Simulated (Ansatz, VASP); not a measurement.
One calculation of CaO, two programs

Contents of INCAR:

```
SYSTEM = CaO
ALGO     = Normal         ! electronic algorithm
EDIFF    = 1E-7           ! SCF threshold, eV
EDIFFG   = -0.002         ! ionic threshold
ENCUT    = 600            ! plane-wave cutoff, eV
GGA      = PS             ! functional
GGA_COMPAT= .False.      
IBRION   = 2              ! ionic algorithm
ISIF     = 3              ! what is computed and relaxed
ISMEAR   = 0              ! smearing method
LASPH    = .True.         ! aspherical terms in the spheres
LCHARG   = .False.        ! write CHGCAR
LREAL    = .False.        ! projectors in reciprocal space
LWAVE    = .False.        ! write WAVECAR
NELM     = 120            ! most SCF steps
NELMIN   = 4            
NSW      = 100            ! ionic steps
PREC     = Accurate       ! precision mode
SIGMA    = 0.02           ! smearing width, eV
```

File KPOINTS:

```
k-points
0
Gamma
  8 8 8
  0 0 0
```

File POSCAR:

```
CaO
1.0
    0.0000000000      2.4035557000      2.4035557000
    2.4035557000      0.0000000000      2.4035557000
    2.4035557000      2.4035557000      0.0000000000
Ca O
1 1
Direct
    0.0000000000      0.0000000000      0.0000000000
    0.5000000000      0.5000000000      0.5000000000
```

Input for Ansatz:

```yaml
crystal:
  lattice:
    - [0.0, 2.4035557, 2.4035557]
    - [2.4035557, 0.0, 2.4035557]
    - [2.4035557, 2.4035557, 0.0]
  atoms:
    - { symbol: Ca, position: [0.0, 0.0, 0.0] }
    - { symbol: O, position: [0.5, 0.5, 0.5] }
basis:
  ecutwfc: 420
kpoints:
  mp_grid: { grid: [8, 8, 8] }
hamiltonian:
  xc: pbesol
scf:
  occupations: { method: gaussian, width: 0.02 }
output:
  forces: true
  stress: true
  eigenvalues: true
  write_density: true
  write_potential: true
  elf: true
  volumetric_format: npy
relax:
  adjacent_minimum: "off"
  f_tol: 0.002
  max_steps: 80
  cell: { stress_tol: 0.02 }
```

Alike in both runs: task relaxation of cell and atoms; functional PBEsol; k mesh 8 × 8 × 8; occupations gaussian, width 0.02 eV; no spin polarisation.

```csv
,VASP,Ansatz
version,VASP 6.6.1,Ansatz 0.2.0
potentials or method,"VASP PAW PBE potentials, release 64 (Ca_sv, O), cutoff 600 eV","scalar-relativistic, plane waves, PAW"
valence electrons in the cell,16,16
```

```tsv
	VASP	Ansatz	Ansatz less VASP
gap on the k mesh at the Fermi level, each at its own relaxed structure (eV)	3.53	3.54	+0.018
relaxed volume (Å³/atom)	13.61	13.54	-0.065
relaxed cell length with the largest relative difference (Å)	3.376	3.371	-0.0053
```

VASP's potentials were made for PBE, not for PBEsol.
